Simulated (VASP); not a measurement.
# V (P6_3/mmc) in VASP: further runs

V is run at these levels: PBEsol; tasks: single point.

Program: VASP 6.6.1. These are calculated values, not measurements. Logs are shortened: lines on timing, memory, paths and dates and some standing lists are left out, and cuts for length are marked.

## (1) The cell of the first run

It takes space group P6_3/mmc (No. 194, hexagonal). The conventional cell has a = 2.604 Å, b = 2.604 Å, c = 4.723 Å, α = 90.00°, β = 90.00°, γ = 120.00°. Within 3.4 Å of V (site symmetry -6m2) lie 12 V at 2.60 to 2.80 Å.

This isn't the form of V at room conditions, which is bcc.

## (2) Single point, PBEsol, collinear spin, zero start

INCAR reads:

```
SYSTEM = V
PREC     = Accurate       ! precision mode
ENCUT    = 520            ! plane-wave cutoff, eV
EDIFF    = 1E-7           ! SCF threshold, eV
ISMEAR   = -1             ! smearing method
SIGMA    = 0.05           ! smearing width, eV
LREAL    = .FALSE.        ! projectors in reciprocal space
LASPH    = .TRUE.         ! aspherical terms in the spheres
NELM     = 150            ! most SCF steps
ALGO     = Normal         ! electronic algorithm
ISIF     = 2              ! what is computed and relaxed
LWAVE    = .FALSE.        ! write WAVECAR
LCHARG   = .TRUE.         ! write CHGCAR
ISPIN    = 2              ! spin polarisation
MAGMOM   = 0 0            ! initial moments
LORBIT   = 11             ! projections on sites
NUPDOWN  = 0.0            ! fixed moment
LMAXMIX  = 4              ! l up to which the mixer works
GGA      = PS             ! functional
LELF     = .TRUE.         ! ELF
LVHAR    = .TRUE.       
NBANDS   = 24             ! bands
```

KPOINTS reads:

```
Automatic mesh
0
G
  10 10 5
  0 0 0
```

POSCAR reads:

```
V
1.0
    2.6042941027      0.0000000000      0.0000000000
   -1.3021470513      2.2553848518      0.0000000000
    0.0000000000      0.0000000000      4.7233360000
V
2
Direct
    0.3333333333      0.6666666667      0.2500000000
    0.6666666667      0.3333333333      0.7500000000
```

Potentials or basis: VASP PAW PBE potentials, release 64 (V_sv).

Launch:

```bash
> cat potpaw_PBE.64/V_sv/POTCAR > POTCAR
> mpirun -np 1 vasp_std > vasp.out
```

OUTCAR:

```text
SYSTEM = V
   PREC = Accurate
   ENCUT = 520
   EDIFF = 1E-7
   ISMEAR = -1
   LREAL = .FALSE.
   LASPH = .TRUE.
   NELM = 150
   ISIF = 2
   ISPIN = 2
   LORBIT = 11
   NUPDOWN = 0.0
   GGA = PS

 ion  position               nearest neighbor table
   1  0.333  0.667  0.250-   2 2.80   2 2.80   2 2.80   2 2.80   2 2.80   2 2.80
   2  0.667  0.333  0.750-   1 2.80   1 2.80   1 2.80   1 2.80   1 2.80   1 2.80

  LATTYP: Found a hexagonal cell.
 ALAT       =     2.6042941027
 C/A-ratio  =     1.8136722712

  Lattice vectors:

 A1 = (   2.6042941027,   0.0000000000,   0.0000000000)
 A2 = (  -1.3021470513,   2.2553848518,   0.0000000000)
 A3 = (   0.0000000000,   0.0000000000,   4.7233360000)

Analysis of symmetry for initial positions (statically):
=====================================================================
 Subroutine PRICEL returns:
 Original cell was already a primitive cell.

 Routine SETGRP: Setting up the symmetry group for a
 hexagonal supercell.

 Subroutine GETGRP returns: Found 24 space group operations
 (whereof 12 operations were pure point group operations)
 out of a pool of 24 trial point group operations.

The static configuration has the point symmetry D_3d.
 The point group associated with its full space group is D_6h.

Analysis of symmetry for dynamics (positions and initial velocities):
=====================================================================
 Subroutine PRICEL returns:
 Original cell was already a primitive cell.

 Routine SETGRP: Setting up the symmetry group for a
 hexagonal supercell.

 Subroutine GETGRP returns: Found 24 space group operations
 (whereof 12 operations were pure point group operations)
 out of a pool of 24 trial point group operations.

The dynamic configuration has the point symmetry D_3d.
 The point group associated with its full space group is D_6h.

Analysis of structural, dynamic, and magnetic symmetry:
=====================================================================
 Subroutine PRICEL returns:
 Original cell was already a primitive cell.

 Routine SETGRP: Setting up the symmetry group for a
 hexagonal supercell.

 Subroutine GETGRP returns: Found 24 space group operations
 (whereof 12 operations were pure point group operations)
 out of a pool of 24 trial point group operations.

The overall configuration has the point symmetry D_3d.
 The point group associated with its full space group is D_6h.

 Subroutine INISYM returns: Found 24 space group operations
 (whereof 12 operations are pure point group operations),
 and found     1 'primitive' translations

----------------------------------------------------------------------------------------

                                     Primitive cell

  volume of cell :      27.7434

  direct lattice vectors                    reciprocal lattice vectors
     2.604294103  0.000000000  0.000000000     0.383981210  0.221691655  0.000000000
    -1.302147051  2.255384852  0.000000000     0.000000000  0.443383310  0.000000000
     0.000000000  0.000000000  4.723336000     0.000000000  0.000000000  0.211714771

  length of vectors
     2.604294103  2.604294103  4.723336000     0.443383310  0.443383310  0.211714771

  position of ions in fractional coordinates (direct lattice)
     0.333333333  0.666666667  0.250000000
     0.666666667  0.333333333  0.750000000

  ion indices of the primitive-cell ions
   primitive index   ion index
                 1           1
                 2           2

----------------------------------------------------------------------------------------

 KPOINTS: Automatic mesh

Automatic generation of k-mesh.
 Grid dimensions read from file:
 generate k-points for:   10   10    5

 Generating k-lattice:

  Cartesian coordinates                     Fractional coordinates (reciprocal lattice)
     0.038398121  0.022169165  0.000000000     0.100000000  0.000000000  0.000000000
     0.000000000  0.044338331  0.000000000     0.000000000  0.100000000  0.000000000
     0.000000000  0.000000000  0.042342954     0.000000000  0.000000000  0.200000000

  Length of vectors
     0.044338331  0.044338331  0.042342954

  Shift w.r.t. Gamma in fractional coordinates (k-lattice)
     0.000000000  0.000000000  0.000000000

 Subroutine IBZKPT returns following result:
 ===========================================

 Found     42 irreducible k-points:

 Following reciprocal coordinates:
            Coordinates               Weight
  0.000000  0.000000  0.000000      1.000000
  0.100000 -0.000000  0.000000      6.000000
  0.200000 -0.000000  0.000000      6.000000
  0.300000  0.000000  0.000000      6.000000
  0.400000 -0.000000  0.000000      6.000000
  0.500000  0.000000  0.000000      3.000000
[... 16 lines left out ...]
  0.300000  0.100000  0.200000     24.000000
  0.400000  0.100000  0.200000     24.000000
 [... further k-points ...]
   k-points           NKPTS =     42   k-points in BZ     NKDIM =     42   number of bands    NBANDS=     24
   number of dos      NEDOS =    301   number of ions     NIONS =      2
   total plane-waves  NPLWV =  14400
   dimension x,y,z NGX =    20 NGY =   20 NGZ =   36
   dimension x,y,z NGXF=    40 NGYF=   40 NGZF=   72
   ions per type =               2
   NGX,Y,Z   is equivalent  to a cutoff of  12.77, 12.77, 12.67 a.u.
   NGXF,Y,Z  is equivalent  to a cutoff of  25.53, 25.53, 25.34 a.u.
 SYSTEM =  V
   PREC   = accura    normal or accurate (medium, high low for compatibility)
   ISTART =      0    job   : 0-new  1-cont  2-samecut
   ICHARG =      2    charge: 1-file 2-atom 10-const
   ISPIN  =      2    spin polarized calculation?
   LNONCOLLINEAR =      F non collinear calculations
   LSORBIT =      F    spin-orbit coupling
   LASPH  =      T    aspherical Exc in radial PAW
   ENCUT  =  520.0 eV  38.22 Ry    6.18 a.u.   4.84  4.84  8.78*2*pi/ulx,y,z
   NELM   =    150;   NELMIN=  2; NELMDL= -5     # of ELM steps
   EDIFF  = 0.1E-06   stopping-criterion for ELM
   LREAL  =      F    real-space projection
   EDIFFG = 0.1E-05   stopping-criterion for IOM
   NSW    =      0    number of steps for IOM
   IBRION =     -1    ionic relax: 0-MD 1-quasi-New 2-CG
   NFREE  =      0    steps in history (QN), initial steepest desc. (CG)
   ISIF   =      2    stress and relaxation
   ISYM   =      2    0-nonsym 1-usesym 2-fastsym
   POTIM  = 0.5000    time-step for ionic-motion
   TEBEG  =    0.0;   TEEND  =   0.0 temperature during run
   PSTRESS=    0.0 pullay stress
   NELECT =      26.0000    total number of electrons
   NUPDOWN=       0.0000    fix difference up-down
   EMIN   =  10.00;   EMAX   =-10.00  energy-range for DOS
   EFERMI =   0.00;   METHOD = LEGACY
   ISMEAR =    -1;   SIGMA  =   0.05  broadening in eV -4-tet -1-fermi 0-gaus
   EFERMI_NEDOS =   21; number of points for ismear=-14 and -15
   IALGO  =     38    algorithm
   IMIX   =      4    mixing-type and parameters
     AMIX     =   0.40;   BMIX     =  1.00
     AMIX_MAG =   1.60;   BMIX_MAG =  1.00
  volume/ion in A,a.u.               =      13.87        93.61
  Fermi-wavevector in a.u.,A,eV,Ry     =   1.602062  3.027459 34.920768  2.566604
  Thomas-Fermi vector in A             =   2.698942
   LORBIT       =     11    0 simple, 1 ext, 2 COOP (PROOUT), +10 PAW based schemes
   GGA     = PS    functional components
   LHFCALC =     F    Hartree Fock is set to
   AEXX    =    0.0000 exact exchange contribution
   IVDW    =     0    specifies the selected vdW correction
   LEPSILON=     F    determine dielectric tensor
   LRPA    =     F    only Hartree local field effects (RPA)
 spin polarized calculation
  energy-cutoff  :      520.00
  volume of cell :       27.74
 maximum number of plane-waves:       762
 NGX is ok and might be reduce to    20
   NGX =  9   NGY =  9   NGZ = 17

 number of electron      26.0000014 magnetization      -0.0000000

 number of electron      26.0000014 magnetization       0.0000000

 Free energy of the ion-electron system (eV)
  ---------------------------------------------------
  ext. energy  EPLUGINS =         0.00000000
  ---------------------------------------------------
  free energy    TOTEN  =       -18.72198090 eV

  energy without entropy =      -18.69160699  energy(sigma->0) =      -18.70679394

 E-fermi :   9.5386     XC(G=0): -12.8802

 val. band max:        9.5378234982   @ k =   0.2000  -0.0000   0.4000
 cond. band min:       9.5395890140   @ k =   0.3000   0.0000   0.4000
 fundamental gap:      0.0017655158
 Fermi energy:         9.5385661298

 spin component 1

 k-point     1 :       0.0000    0.0000    0.0000
  band No.  band energies     occupation
      1     -54.2359      1.00000
      2     -54.1271      1.00000
      3     -28.4386      1.00000
      4     -27.7976      1.00000
      5     -27.6705      1.00000
      6     -27.6705      1.00000
[... 16 lines left out ...]
     23      27.7309      0.00000
     24      29.9411      0.00000
[... 598 lines left out ...]
      2     -54.0022      1.00000
      3     -28.5075      1.00000
      4     -28.4361      1.00000
      5     -28.0518      1.00000
      6     -27.9254      1.00000
[... 16 lines left out ...]
     23      23.1176      0.00000
     24      23.7298      0.00000

 [... further k-points ...]

 spin component 2

 k-point     1 :       0.0000    0.0000    0.0000
  band No.  band energies     occupation
      1     -54.2359      1.00000
      2     -54.1271      1.00000
      3     -28.4386      1.00000
      4     -27.7976      1.00000
      5     -27.6705      1.00000
      6     -27.6705      1.00000
[... 16 lines left out ...]
     23      27.7309      0.00000
     24      29.9411      0.00000
[... 598 lines left out ...]
      2     -54.0022      1.00000
      3     -28.5075      1.00000
      4     -28.4361      1.00000
      5     -28.0518      1.00000
      6     -27.9254      1.00000
[... 16 lines left out ...]
     23      23.1176      0.00000
     24      23.7298      0.00000

 [... further k-points ...]

------------------------ aborting loop because EDIFF is reached ----------------------------------------

  FORCE on cell =-STRESS in cart. coord.  units (eV):
  Direction    XX          YY          ZZ          XY          YZ          ZX
  --------------------------------------------------------------------------------------
  -------------------------------------------------------------------------------------
  Total       -1.1830165     -1.1830165     -1.1772336     -0.0000000      0.0000000     -0.0000000
  in kB      -68.3190556    -68.3190556    -67.9850966     -0.0000000      0.0000000     -0.0000000
  external PRESSURE =     -68.2077359 kB  Pullay stress =       0.0000000 kB

 VOLUME and BASIS-vectors are now :
 -----------------------------------------------------------------------------
  energy-cutoff  :      520.00
  volume of cell :       27.74
      direct lattice vectors                 reciprocal lattice vectors
     2.604294103  0.000000000  0.000000000     0.383981210  0.221691655  0.000000000
    -1.302147051  2.255384852  0.000000000     0.000000000  0.443383310  0.000000000
     0.000000000  0.000000000  4.723336000     0.000000000  0.000000000  0.211714771

 POSITION                                       TOTAL-FORCE (eV/Angst)
 -----------------------------------------------------------------------------------
     -0.00000      1.50359      1.18083        -0.000000      0.000000      0.000000
      1.30215      0.75179      3.54250         0.000000      0.000000      0.000000
 -----------------------------------------------------------------------------------
    total drift:                                0.000000     -0.000000      0.000000

  FREE ENERGIE OF THE ION-ELECTRON SYSTEM (eV)
  ---------------------------------------------------
  free  energy   TOTEN  =       -18.7219808963 eV

  energy  without entropy=      -18.6916069901  energy(sigma->0) =      -18.70679394

 total charge

# of ion       s       p       d       tot
------------------------------------------
    1        2.345   6.212   3.075  11.632
    2        2.345   6.212   3.075  11.632
--------------------------------------------------
tot          4.689  12.424   6.151  23.264

 magnetization (x)

# of ion       s       p       d       tot
------------------------------------------
    1        0.000   0.000   0.000   0.000
    2        0.000   0.000   0.000   0.000
--------------------------------------------------
tot          0.000   0.000   0.000   0.000
```

Run time: 30 s. Hardware: 1 thread of Intel Xeon Platinum 8488C (Sapphire Rapids), shared host; peak memory 0.16 GiB.

What came out:

* Free energy: -18.7220 eV
* Pressure: -6.8 GPa
* Net moment: 0.00 μB per cell
* Valence electrons inside the program's atomic spheres: V 11.63

Caveat: the cell stands under tension; the PAW data sets were made with another functional, which shifts forces and pressure a little; the total moment is fixed, so each spin has its own Fermi level.

## (3) Single point, PBEsol, collinear spin, ferromagnetic start

INCAR reads:

```
ALGO = Normal ; EDIFF = 1E-6
ENCUT = 520 ; GGA = PS
ISIF = 2 ; ISMEAR = -1
ISPIN = 2 ; LASPH = True
LCHARG = False ; LMAXMIX = 4
LORBIT = 11 ; LREAL = False
LWAVE = False ; MAGMOM = 0.5 0.5
NBANDS = 24 ; NELM = 150
NUPDOWN = 1.0 ; PREC = Accurate
SIGMA = 0.05
```

KPOINTS reads:

```
k-points
0
Gamma
  10 10 5
```

POSCAR is that of step 2.

Potentials or basis: VASP PAW PBE potentials, release 64 (V_sv).

Launch:

```bash
> cat potpaw_PBE.64/V_sv/POTCAR > POTCAR
> mpirun -np 1 vasp_std > vasp.out
```

Wall time 28 s (1 thread of Intel Xeon Platinum 8488C (Sapphire Rapids), shared host); peak memory 0.16 GiB.

Results (log left out):

```yaml
Free_energy: -18.6761 eV
Pressure: -5.9 GPa
Net_moment: 1.00 μB per cell
Site_moments: V +0.42 μB
Valence_electrons_inside_the_program's_atomic_spheres: V 11.63
```

Stress tensor (GPa, compression positive):
```
-5.38  0.00  0.00
 0.00 -5.38  0.00
 0.00  0.00 -6.88
```

Caveat: the cell stands under tension; the PAW data sets were made with another functional, which shifts forces and pressure a little; the total moment is fixed, so each spin has its own Fermi level and the state may be an excited one.

## (4) Single point, PBEsol, collinear spin, ferromagnetic start

INCAR reads:

```
PREC     = Accurate       # precision mode
ENCUT    = 520            # plane-wave cutoff, eV
EDIFF    = 1E-6           # SCF threshold, eV
ISMEAR   = -1             # smearing method
SIGMA    = 0.05           # smearing width, eV
LREAL    = False          # projectors in reciprocal space
LASPH    = True           # aspherical terms in the spheres
NELM     = 150            # most SCF steps
ALGO     = Normal         # electronic algorithm
ISIF     = 2              # what is computed and relaxed
LWAVE    = False          # write WAVECAR
LCHARG   = True           # write CHGCAR
ISPIN    = 2              # spin polarisation
MAGMOM   = 1 1            # initial moments
LORBIT   = 11             # projections on sites
NUPDOWN  = 2.0            # fixed moment
LMAXMIX  = 4              # l up to which the mixer works
GGA      = PS             # functional
LELF     = True           # ELF
LVHAR    = True         
NBANDS   = 24             # bands
```

KPOINTS reads:

```
Automatic mesh
0
Gamma
  10 10 5
```

POSCAR is that of step 3.

Launch:

```bash
> cat potpaw_PBE.64/V_sv/POTCAR > POTCAR
> mpirun -np 1 vasp_std > vasp.out
```

Wall time 29 s (1 thread of Intel Xeon Platinum 8488C (Sapphire Rapids), shared host); peak memory 0.16 GiB.

The run converged. Its results:

* Free energy: -18.5223 eV
* Pressure: -2.7 GPa
* Net moment: 2.00 μB per cell
* Site moments: V +0.85 μB
* Valence electrons inside the program's atomic spheres: V 11.64

Stress tensor (GPa, compression positive):
```
-0.75  0.00  0.00
 0.00 -0.75  0.00
 0.00  0.00 -6.72
```

Caveat: the stress differs along the axes, from -7 to -1 GPa; the PAW data sets were made with another functional, which shifts forces and pressure a little; the total moment is fixed, so each spin has its own Fermi level and the state may be an excited one.

## (5) Single point, PBEsol, collinear spin, ferromagnetic start

INCAR reads:

```
SYSTEM = V
  ALGO = Normal
  EDIFF = 1E-7
  ENCUT = 520
  GGA = PS
  ISIF = 2
  ISMEAR = -1
  ISPIN = 2
  LASPH = .TRUE.
  LCHARG = .FALSE.
  LMAXMIX = 4
  LORBIT = 11
  LREAL = .FALSE.
  LWAVE = .FALSE.
  MAGMOM = 1.5 1.5
  NBANDS = 24
  NELM = 150
  NUPDOWN = 3.0
  PREC = Accurate
  SIGMA = 0.05
```

KPOINTS reads:

```
k-points
0
G
  10 10 5
  0 0 0
```

POSCAR is that of step 4.

Launch:

```bash
> cat potpaw_PBE.64/V_sv/POTCAR > POTCAR
> mpirun -np 1 vasp_std > vasp.out
```

Wall time 31 s (1 thread of Intel Xeon Platinum 8488C (Sapphire Rapids), shared host); peak memory 0.16 GiB.

The run converged. Its results:

- Free energy: -18.1689 eV
- Pressure: 2.5 GPa
- Net moment: 3.00 μB per cell
- Site moments: V +1.27 μB
- Valence electrons inside the program's atomic spheres: V 11.64

Stress tensor (GPa, compression positive):
```
 7.52  0.00  0.00
 0.00  7.52  0.00
 0.00  0.00 -7.45
```

Caveat: the stress differs along the axes, from -7 to 8 GPa; the PAW data sets were made with another functional, which shifts forces and pressure a little; the total moment is fixed, so each spin has its own Fermi level and the state may be an excited one.

## (6) Single point, PBEsol, collinear spin, ferromagnetic start

INCAR reads:

```
ALGO = Normal
EDIFF = 1E-6
ENCUT = 520
GGA = PS
ISIF = 2
ISMEAR = -1
ISPIN = 2
LASPH = T
LCHARG = F
LMAXMIX = 4
LORBIT = 11
LREAL = F
LWAVE = F
MAGMOM = 2 2
NBANDS = 24
NELM = 150
NUPDOWN = 4.0
PREC = Accurate
SIGMA = 0.05
```

KPOINTS reads:

```
k-points
0
Gamma
  10 10 5
```

POSCAR is that of step 5.

Potentials or basis: VASP PAW PBE potentials, release 64 (V_sv).

Launch:

```bash
> cat potpaw_PBE.64/V_sv/POTCAR > POTCAR
> mpirun -np 1 vasp_std > vasp.out
```

Wall time 27 s (1 thread of Intel Xeon Platinum 8488C (Sapphire Rapids), shared host); peak memory 0.17 GiB.

The run converged. Its results:

* Free energy: -17.6196 eV
* Pressure: 9.8 GPa
* Net moment: 4.00 μB per cell
* Site moments: V +1.69 μB
* Valence electrons inside the program's atomic spheres: V 11.66

Stress tensor (GPa, compression positive):
```
18.46  0.00  0.00
 0.00 18.46  0.00
 0.00  0.00 -7.63
```

Caveat: the stress differs along the axes, from -8 to 18 GPa; the PAW data sets were made with another functional, which shifts forces and pressure a little; the total moment is fixed, so each spin has its own Fermi level and the state may be an excited one.

## (7) Summary

```tsv
spin	fixed moment (μB)	pressure (GPa)	moment (μB)
collinear, zero start	0.0	-6.8	0.00
collinear, ferromagnetic start	1.0	-5.9	1.00
collinear, ferromagnetic start	2.0	-2.7	2.00
collinear, ferromagnetic start	3.0	2.5	3.00
collinear, ferromagnetic start	4.0	9.8	4.00
```

Alike in all rows: task single point; level PBEsol; potentials or basis VASP PAW PBE potentials, release 64 (V_sv); cell as given; k mesh 10 × 10 × 5; cutoff (eV) 520; smearing fermi-dirac 0.05 eV.

Caveats: the PAW data sets were made with another functional, which shifts forces and pressure a little; the total moment is fixed, so each spin has its own Fermi level and the state may be an excited one (at least some runs); the cell stands under tension (at least some runs); the total moment is fixed, so each spin has its own Fermi level (at least some runs); the stress differs along the axes, from -7 to -1 GPa (at least some runs); the stress differs along the axes, from -7 to 8 GPa (at least some runs); the stress differs along the axes, from -8 to 18 GPa (at least some runs).

Absolute energies hang on the potentials; compare differences alone.
